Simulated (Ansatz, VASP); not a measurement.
# LiTlS2: VASP beside Ansatz

The input POSCAR:

```
LiTlS2
1.0
    4.0667718459      0.0000000000      0.0000000000
    0.0000000000      4.0667718459      0.0000000000
    0.0000000000      0.0000000000      5.7187778501
Li S Tl
1 2 1
Direct
    0.0000000000      0.0000000000      0.0000000000
    0.0000000000      0.5000000000      0.2309016897
    0.5000000000      0.0000000000      0.7690983103
    0.5000000000      0.5000000000      0.5000000000
```

INCAR.step1

```
SYSTEM = LiTlS2
  PREC = Accurate
  ENCUT = 520
  ISMEAR = 0
  SIGMA = 0.01
  LREAL = .False.
  LASPH = .True.
  NELM = 100
  NBANDS = 22
  GGA = PE
  ALGO = Normal
  EDIFF = 1E-4
  LWAVE = .True.
  LCHARG = .False.
```

The input INCAR.step2:

```
SYSTEM = LiTlS2
  PREC = Accurate
  ENCUT = 520
  EDIFF = 1E-7
  ISMEAR = 0
  SIGMA = 0.01
  LREAL = .False.
  LASPH = .True.
  NELM = 100
  ALGO = Normal
  ISIF = 2
  LWAVE = .False.
  LCHARG = .False.
  METAGGA = R2SCAN
  LMIXTAU = .True.
  NBANDS = 22
  ISTART = 1
```

Contents of KPOINTS:

```
Automatic mesh
0
Gamma
  6 6 4
  0 0 0
```

Input for Ansatz:

```yaml
crystal:
  lattice:
    - [4.0667718459, 0.0, 0.0]
    - [0.0, 4.0667718459, 0.0]
    - [0.0, 0.0, 5.7187778501]
  atoms:
    - { symbol: Li, position: [0.0, 0.0, 0.0] }
    - { symbol: S, position: [0.0, 0.5, 0.2309016897] }
    - { symbol: Tl, position: [0.5, 0.5, 0.5] }
    - { symbol: S, position: [0.5, 0.0, 0.7690983103] }
kpoints:
  mp_grid: { grid: [6, 6, 4] }
  band_path:
    path:
      - [0.0, 0.0, 0.0]
      - [0.0, 0.5, 0.0]
      - [0.5, 0.5, 0.0]
      - [0.0, 0.0, 0.5]
      - [0.0, 0.5, 0.5]
      - [0.5, 0.5, 0.5]
    npoints: 1
hamiltonian:
  xc: r2scan
scf:
  occupations: { method: fixed }
  n_extra_bands: 5
output:
  forces: true
  stress: true
  eigenvalues: true
```

Alike in both runs: task single point; functional r2SCAN; k mesh 6 × 6 × 4; no spin polarisation.

```csv
,VASP,Ansatz
version,VASP 6.6.1,Ansatz 0.2.0
potentials or method,"VASP PAW PBE potentials, release 64 (Li_sv, S, Tl_d)","plane waves, PAW"
plane-wave cutoff (eV),520,500
occupations,"gaussian, width 0.01 eV",fixed
valence electrons in the cell,28,28
```

Ansatz gave:

| Item | Value |
| --- | --- |
| gap on the k mesh at the Fermi level (eV) | 1.20 |

Task: What did VASP give for the same quantities?

Result: gap on the k mesh at the Fermi level (eV): 1.22.

VASP's potentials were made for PBE, not for r2SCAN.

Neither program's run includes spin-orbit coupling. Noted on VASP's run: the cutoff is short for stress, so the pressure is rough.
